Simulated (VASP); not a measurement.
# TaSb (P4/mmm) in VASP: notebook, part 2 of 2

VASP 6.6.1.

**5. Single point, PBE**

File INCAR:

```
PREC = Accurate
ENCUT = 520
EDIFF = 1E-6
ISMEAR = -1
SIGMA = 0.15
LREAL = False
LASPH = True
NELM = 100
ALGO = Normal
ISIF = 2
LWAVE = False
LCHARG = True
GGA = PE
LELF = True
LVHAR = True
NBANDS = 15
```

File KPOINTS:

```
Automatic mesh
0
Gamma
  14 14 8
```

File POSCAR:

```
TaSb
1.0
    2.9348581127      0.0000000000      0.0000000000
    0.0000000000      2.9348581127      0.0000000000
    0.0000000000      0.0000000000      5.6404408714
Ta Sb
1 1
Direct
    0.0000000000      0.0000000000      0.5000000000
    0.0000000000      0.0000000000      0.0000000000
```

Potentials or basis: VASP PAW PBE potentials, release 64 (Ta_pv, Sb).

On the command line:

```
> cat potpaw_PBE.64/Ta_pv/POTCAR potpaw_PBE.64/Sb/POTCAR > POTCAR
> mpirun -np 1 vasp_std > vasp.out
```

OUTCAR:

```text
PREC = Accurate
   ENCUT = 520
   EDIFF = 1E-6
   ISMEAR = -1
   LREAL = False
   LASPH = True
   NELM = 100
   ISIF = 2
   GGA = PE

 ion  position               nearest neighbor table
   1  0.000  0.000  0.500-   2 2.82   2 2.82
   2  0.000  0.000  0.000-   1 2.82   1 2.82

  LATTYP: Found a simple tetragonal cell.
 ALAT       =     2.9348581127
 C/A-ratio  =     1.9218785559

  Lattice vectors:

 A1 = (   2.9348581127,   0.0000000000,   0.0000000000)
 A2 = (   0.0000000000,   2.9348581127,   0.0000000000)
 A3 = (   0.0000000000,   0.0000000000,   5.6404408714)

Analysis of symmetry for initial positions (statically):
=====================================================================
 Subroutine PRICEL returns:
 Original cell was already a primitive cell.

 Routine SETGRP: Setting up the symmetry group for a
 simple tetragonal supercell.

 Subroutine GETGRP returns: Found 16 space group operations
 (whereof 16 operations were pure point group operations)
 out of a pool of 16 trial point group operations.

The static configuration has the point symmetry D_4h.

Analysis of symmetry for dynamics (positions and initial velocities):
=====================================================================
 Subroutine PRICEL returns:
 Original cell was already a primitive cell.

 Routine SETGRP: Setting up the symmetry group for a
 simple tetragonal supercell.

 Subroutine GETGRP returns: Found 16 space group operations
 (whereof 16 operations were pure point group operations)
 out of a pool of 16 trial point group operations.

The dynamic configuration has the point symmetry D_4h.

 Subroutine INISYM returns: Found 16 space group operations
 (whereof 16 operations are pure point group operations),
 and found     1 'primitive' translations

----------------------------------------------------------------------------------------

                                     Primitive cell

[... 113 lines left out ...]
  Thomas-Fermi vector in A             =   2.267236
   LORBIT       =      0    0 simple, 1 ext, 2 COOP (PROOUT), +10 PAW based schemes
   GGA     = PE    functional components
   LHFCALC =     F    Hartree Fock is set to
   AEXX    =    0.0000 exact exchange contribution
   IVDW    =     0    specifies the selected vdW correction
   LEPSILON=     F    determine dielectric tensor
   LRPA    =     F    only Hartree local field effects (RPA)
 non-spin polarized calculation
  energy-cutoff  :      520.00
  volume of cell :       48.58
 maximum number of plane-waves:      1348
 NGX is ok and might be reduce to    24
   NGX = 11   NGY = 11   NGZ = 21

 number of electron      16.0000002 magnetization

 Free energy of the ion-electron system (eV)
  ---------------------------------------------------
  ext. energy  EPLUGINS =         0.00000000
  ---------------------------------------------------
  free energy    TOTEN  =       -14.26564118 eV

  energy without entropy =      -14.11166686  energy(sigma->0) =      -14.18865402

 E-fermi :   6.7388     XC(G=0): -10.7916

 val. band max:        6.7370090907   @ k =   0.2143   0.2143   0.2500
 cond. band min:       6.7434529108   @ k =   0.2143   0.2143   0.0000
 fundamental gap:      0.0064438201
 Fermi energy:         6.7388179602

 k-point     1 :       0.0000    0.0000    0.0000
  band No.  band energies     occupation
      1     -28.0883      2.00000
      2     -27.5245      2.00000
      3     -27.5245      2.00000
      4      -5.9475      2.00000
      5       2.0208      2.00000
      6       2.3804      2.00000
      7       4.8054      1.99999
      8       7.3400      0.03569
      9       9.3475      0.00000
     10       9.3475      0.00000
     11      11.3569      0.00000
     12      11.5344      0.00000
     13      11.5344      0.00000
     14      15.0977      0.00000
[... 401 lines left out ...]
      2     -27.9944      2.00000
      3     -27.7173      2.00000
      4      -3.1075      2.00000
      5       3.3410      2.00000
      6       4.2936      2.00000
      7       5.3595      1.99980
      8       6.4778      1.70147
      9       7.0228      0.26177
     10       7.7257      0.00277
     11       8.4910      0.00002
     12       9.3334      0.00000
     13       9.9435      0.00000
     14      14.9320      0.00000
     15      15.3547      0.00000

 [... further k-points ...]
[... 5 lines left out ...]
  --------------------------------------------------------------------------------------
  -------------------------------------------------------------------------------------
  Total        0.0065333      0.0065333      0.0149887      0.0000000     -0.0000000      0.0000000
  in kB        0.2154563      0.2154563      0.4942966      0.0000000     -0.0000000      0.0000000
  external PRESSURE =       0.3084031 kB  Pullay stress =       0.0000000 kB

 VOLUME and BASIS-vectors are now :
 -----------------------------------------------------------------------------
  energy-cutoff  :      520.00
  volume of cell :       48.58
      direct lattice vectors                 reciprocal lattice vectors
     2.934858113  0.000000000  0.000000000     0.340731975  0.000000000  0.000000000
     0.000000000  2.934858113  0.000000000     0.000000000  0.340731975  0.000000000
     0.000000000  0.000000000  5.640440871     0.000000000  0.000000000  0.177291106

 POSITION                                       TOTAL-FORCE (eV/Angst)
 -----------------------------------------------------------------------------------
      0.00000      0.00000      2.82022         0.000000      0.000000      0.000000
      0.00000      0.00000      0.00000         0.000000      0.000000      0.000000
 -----------------------------------------------------------------------------------
    total drift:                                0.000000     -0.000000      0.000000

  FREE ENERGIE OF THE ION-ELECTRON SYSTEM (eV)
  ---------------------------------------------------
  free  energy   TOTEN  =       -14.2656411819 eV

  energy  without entropy=      -14.1116668633  energy(sigma->0) =      -14.18865402
```

stdout:

```text
POSCAR found type information on POSCAR TaSb
 POSCAR found :  2 types and       2 ions
 scaLAPACK will be used
 LDA part: xc-table for (Slater+PW92), standard interpolation
 POSCAR, INCAR and KPOINTS ok, starting setup
 FFT: planning ... GRIDC
 FFT: planning ... GRID_SOFT
 FFT: planning ... GRID
 WAVECAR not read
 entering main loop
```

It took 85 s on 1 thread of AMD EPYC 7R43 (Zen 3), shared host; peak memory 0.24 GiB.

What came out:

- Free energy: -14.2656 eV
- Pressure: 0.0 GPa
- Band gap on the k mesh: zero (band 8 reaches 8.88 eV, above the bottom of band 9 at 5.91 eV)

Caveat: spin-orbit coupling is left out, which moves the levels of the heavy elements.

**6. Overview**

```csv
task,cell,cutoff (eV),smearing,gap on the mesh (eV),pressure (GPa),relaxed volume (Å³/atom)
relaxation of cell and atoms,"relaxed from a = 2.943, b = 2.943, c = 5.611 Å, 2 atoms",600,fermi-dirac 0.15 eV,none,0.0,24.30
single point,"a = 2.943, b = 2.943, c = 5.611 Å, 2 atoms",520,gaussian 0.1 eV,none,0.0,-
relaxation of cell and atoms,"relaxed from a = 2.920, b = 2.920, c = 5.677 Å, 2 atoms",600,gaussian 0.1 eV,none,0.0,24.30
single point,"a = 2.935, b = 2.935, c = 5.640 Å, 2 atoms",520,fermi-dirac 0.15 eV,none,0.0,-
```

Alike in all rows: level PBE; potentials or basis VASP PAW PBE potentials, release 64 (Ta_pv, Sb); no spin polarisation; k mesh 14 × 14 × 8.

Caveats: spin-orbit coupling is left out, which moves the levels of the heavy elements.

Absolute energies hang on the potentials; compare differences alone.
